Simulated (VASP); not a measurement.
# SiO2 (I4/mmm) in VASP: notebook

Runs on SiO2. Level: LDA. Tasks: single point.

Everything below comes from runs of VASP 6.6.1. Logs are shortened: lines on timing, memory, paths and dates and some standing lists are left out, and cuts for length are marked.

**1. The cell of the first run**

It takes space group I4/mmm (No. 139, tetragonal). The conventional cell has a = 9.017 Å, b = 9.017 Å, c = 5.245 Å, α = 90.00°, β = 90.00°, γ = 90.00°. Within 2.1 Å of Si (site symmetry m2m) lie 4 O at 1.61 to 1.62 Å. O (site symmetry 2/m) has 2 Si at 1.61 Å within 2.1 Å. Within 2.1 Å of O (site symmetry m2m) lie 2 Si at 1.62 Å.

**2. Single point, LDA (17.77 Å³/atom)**

The input, INCAR:

```
SYSTEM = SiO2
  PREC = Accurate
  ENCUT = 520
  EDIFF = 1E-6
  ISMEAR = 0
  SIGMA = 0.02
  LREAL = .False.
  LASPH = .True.
  NELM = 100
  ALGO = Normal
  ISIF = 2
  LWAVE = .False.
  LCHARG = .True.
  GGA = CA
  LELF = .True.
  LVHAR = .True.
  NBANDS = 44
```

The input, KPOINTS:

```
Automatic mesh
0
Gamma
  6 6 6
  0 0 0
```

The input, POSCAR:

```
SiO2
1.0
   -4.5085305585      4.5085305585      2.6225770203
    4.5085305585     -4.5085305585      2.6225770203
    4.5085305585      4.5085305585     -2.6225770203
Si O
4 8
Direct
    0.1765814426      0.1765814426      0.3531628852
    0.8234185574      0.1765814426      0.0000000000
    0.1765814426      0.8234185574      0.0000000000
    0.8234185574      0.8234185574      0.6468371148
    0.5000000000      0.5000000000      0.5000000000
    0.0000000000      0.5000000000      0.0000000000
    0.5000000000      0.0000000000      0.0000000000
    0.0000000000      0.0000000000      0.5000000000
    0.0000000000      0.2067449734      0.2067449734
    0.7932550266      0.0000000000      0.7932550266
    0.2067449734      0.0000000000      0.2067449734
    0.0000000000      0.7932550266      0.7932550266
```

Potentials or basis: VASP PAW LDA potentials, release 64 (Si, O).

The run is started by

```sh
cat potpaw_LDA.64/Si/POTCAR potpaw_LDA.64/O/POTCAR > POTCAR
mpirun -np 1 vasp_std > vasp.out
```

OUTCAR:

```text
SYSTEM = SiO2
   PREC = Accurate
   ENCUT = 520
   EDIFF = 1E-6
   ISMEAR = 0
   LREAL = .False.
   LASPH = .True.
   NELM = 100
   ISIF = 2
   GGA = CA

 ion  position               nearest neighbor table
   1  0.177  0.177  0.353-   5 1.61   8 1.61   9 1.62  11 1.62
   2  0.823  0.177  0.000-   6 1.61   7 1.61   9 1.62  10 1.62
   3  0.177  0.823  0.000-   6 1.61   7 1.61  11 1.62  12 1.62
   4  0.823  0.823  0.647-   5 1.61   8 1.61  10 1.62  12 1.62
   5  0.500  0.500  0.500-   1 1.61   4 1.61
   6  0.000  0.500  0.000-   2 1.61   3 1.61
   7  0.500  0.000  0.000-   2 1.61   3 1.61
   8  0.000  0.000  0.500-   1 1.61   4 1.61
   9  0.000  0.207  0.207-   1 1.62   2 1.62
  10  0.793  0.000  0.793-   4 1.62   2 1.62
  11  0.207  0.000  0.207-   1 1.62   3 1.62
  12  0.000  0.793  0.793-   4 1.62   3 1.62

  LATTYP: Found a body centered tetragonal cell.
 ALAT       =     9.0170611170
 C/A-ratio  =     0.5816921913

  Lattice vectors:

 A1 = (  -4.5085305585,   4.5085305585,   2.6225770203)
 A2 = (   4.5085305585,  -4.5085305585,   2.6225770203)
 A3 = (   4.5085305585,   4.5085305585,  -2.6225770203)

Analysis of symmetry for initial positions (statically):
=====================================================================
 Subroutine PRICEL returns:
 Original cell was already a primitive cell.

 Routine SETGRP: Setting up the symmetry group for a
 body centered tetragonal supercell.

 Subroutine GETGRP returns: Found 16 space group operations
 (whereof 16 operations were pure point group operations)
 out of a pool of 16 trial point group operations.

The static configuration has the point symmetry D_4h.

Analysis of symmetry for dynamics (positions and initial velocities):
=====================================================================
 Subroutine PRICEL returns:
 Original cell was already a primitive cell.

 Routine SETGRP: Setting up the symmetry group for a
 body centered tetragonal supercell.

 Subroutine GETGRP returns: Found 16 space group operations
 (whereof 16 operations were pure point group operations)
 out of a pool of 16 trial point group operations.

The dynamic configuration has the point symmetry D_4h.

 Subroutine INISYM returns: Found 16 space group operations
 (whereof 16 operations are pure point group operations),
 and found     1 'primitive' translations

[... 125 lines left out ...]
   NELECT =      64.0000    total number of electrons
   NUPDOWN=      -1.0000    fix difference up-down
   EMIN   =  10.00;   EMAX   =-10.00  energy-range for DOS
   EFERMI =   0.00;   METHOD = LEGACY
   ISMEAR =     0;   SIGMA  =   0.02  broadening in eV -4-tet -1-fermi 0-gaus
   EFERMI_NEDOS =   21; number of points for ismear=-14 and -15
   IALGO  =     38    algorithm
   IMIX   =      4    mixing-type and parameters
     AMIX     =   0.40;   BMIX     =  1.00
     AMIX_MAG =   1.60;   BMIX_MAG =  1.00
  volume/ion in A,a.u.               =      17.77       119.92
  Fermi-wavevector in a.u.,A,eV,Ry     =   1.096096  2.071322 16.346409  1.201427
  Thomas-Fermi vector in A             =   2.232432
   LORBIT       =      0    0 simple, 1 ext, 2 COOP (PROOUT), +10 PAW based schemes
   GGA     = CA    functional components
   LHFCALC =     F    Hartree Fock is set to
   AEXX    =    0.0000 exact exchange contribution
   IVDW    =     0    specifies the selected vdW correction
   LEPSILON=     F    determine dielectric tensor
   LRPA    =     F    only Hartree local field effects (RPA)
 non-spin polarized calculation
 Gauss-broadening in eV      SIGMA  =   0.02
  energy-cutoff  :      520.00
  volume of cell :      213.23
 maximum number of plane-waves:      5818
 NGX is ok and might be reduce to    54
   NGX = 25   NGY = 25   NGZ = 25

 number of electron      64.0000022 magnetization

 Free energy of the ion-electron system (eV)
  ---------------------------------------------------
  ext. energy  EPLUGINS =         0.00000000
  ---------------------------------------------------
  free energy    TOTEN  =      -103.56785107 eV

  energy without entropy =     -103.56785107  energy(sigma->0) =     -103.56785107

 E-fermi :  -1.2635     XC(G=0):  -7.7222

 val. band max:       -1.4393769897   @ k =   0.5000   0.5000   0.5000
 cond. band min:       3.8364983972   @ k =   0.0000   0.0000   0.0000
 fundamental gap:      5.2758753869
 Fermi energy:        -1.2634674117

 k-point     1 :       0.0000    0.0000    0.0000
  band No.  band energies     occupation
      1     -20.5766      2.00000
      2     -19.7044      2.00000
      3     -19.1624      2.00000
      4     -19.1624      2.00000
      5     -18.5703      2.00000
      6     -18.4996      2.00000
[... 1117 lines left out ...]
     43       9.2916      0.00000
     44       9.4367      0.00000

 [... further k-points ...]

------------------------ aborting loop because EDIFF is reached ----------------------------------------

  FORCE on cell =-STRESS in cart. coord.  units (eV):
  Direction    XX          YY          ZZ          XY          YZ          ZX
  --------------------------------------------------------------------------------------
  -------------------------------------------------------------------------------------
  Total       -4.5433851     -4.5433851     -4.6311028      0.0000000      0.0000000     -0.0000000
  in kB      -34.1375108    -34.1375108    -34.7965930      0.0000000      0.0000000     -0.0000000
  external PRESSURE =     -34.3572049 kB  Pullay stress =       0.0000000 kB

 VOLUME and BASIS-vectors are now :
 -----------------------------------------------------------------------------
  energy-cutoff  :      520.00
  volume of cell :      213.23
      direct lattice vectors                 reciprocal lattice vectors
    -4.508530559  4.508530559  2.622577020     0.000000000  0.110900879  0.190652170
     4.508530559 -4.508530559  2.622577020     0.110900879  0.000000000  0.190652170
     4.508530559  4.508530559 -2.622577020     0.110900879  0.110900879  0.000000000

 POSITION                                       TOTAL-FORCE (eV/Angst)
 -----------------------------------------------------------------------------------
      1.59225      1.59225      0.00000         0.019792      0.019792      0.000000
     -2.91628      2.91628      2.62258         0.019792     -0.019792      0.000000
      2.91628     -2.91628      2.62258        -0.019792      0.019792     -0.000000
      2.91628      2.91628      2.62258        -0.019792     -0.019792     -0.000000
      2.25427      2.25427      1.31129        -0.000000     -0.000000      0.000000
      2.25427     -2.25427      1.31129        -0.000000     -0.000000      0.000000
     -2.25427      2.25427      1.31129        -0.000000     -0.000000      0.000000
      2.25427      2.25427     -1.31129        -0.000000     -0.000000      0.000000
      1.86423      0.00000      0.00000         0.002767     -0.000000     -0.000000
      0.00000      7.15283      0.00000        -0.000000     -0.002767      0.000000
      0.00000      1.86423      0.00000        -0.000000      0.002767     -0.000000
      7.15283      0.00000      0.00000        -0.002767     -0.000000      0.000000
 -----------------------------------------------------------------------------------
    total drift:                               -0.000000      0.000000     -0.000000

  FREE ENERGIE OF THE ION-ELECTRON SYSTEM (eV)
  ---------------------------------------------------
  free  energy   TOTEN  =      -103.5678510724 eV

  energy  without entropy=     -103.5678510724  energy(sigma->0) =     -103.56785107
```

Run time: 12 min. Hardware: 1 thread of Intel Xeon 8259CL, shared host; peak memory 0.42 GiB.

Results:

| Item | Value |
| --- | --- |
| Free energy | -103.5679 eV |
| Pressure | -3.4 GPa |
| Largest force | 0.028 eV/Å |
| Band gap on the k mesh | 5.28 eV (least direct gap 5.28 eV) |

Forces on the atoms (eV/Å):
```
Si   0.020  0.020  0.000
Si   0.020 -0.020  0.000
Si  -0.020  0.020  0.000
Si  -0.020 -0.020  0.000
O    0.000  0.000  0.000
O    0.000  0.000  0.000
O    0.000  0.000  0.000
O    0.000  0.000  0.000
O    0.003  0.000  0.000
O    0.000 -0.003  0.000
O    0.000  0.003  0.000
O   -0.003  0.000  0.000
```

Caveat: the cell stands under tension. A k mesh can miss the band edges.

(Continued in part 2 of 2.)
